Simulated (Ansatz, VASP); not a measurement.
## AlN in VASP and in Ansatz

```xyz
2
Lattice="0.0000 2.2013 2.2013 2.2013 0.0000 2.2013 2.2013 2.2013 0.0000" Properties=species:S:1:pos:R:3 pbc="T T T"
Al    0.0000    0.0000    0.0000
N     1.1006    1.1006    1.1006
```

Alike in both runs: functional PBE; k mesh 10 × 10 × 10; occupations gaussian, width 0.02 eV; no spin polarisation.

Ansatz relaxed the structure, and its values are those at the end. VASP's run is a single point on that final structure, the one shown.

|  | VASP | Ansatz |
| --- | --- | --- |
| version | VASP 6.6.1 | Ansatz 0.2.0 |
| potentials or method | VASP PAW PBE potentials, release 64 (Al, N), cutoff 600 eV | scalar-relativistic, plane waves, PAW |
| valence electrons in the cell | 8 | 8 |

```tsv
	VASP	Ansatz	Ansatz less VASP
gap on the k mesh at the Fermi level (eV)	3.31	3.31	+0.006
least direct gap on the mesh (eV)	3.99	3.98	-0.008
pressure (GPa)	-0.3	0.0	+0.32
```

The functional is the same, so the differences come from potentials, cutoffs and numerics.
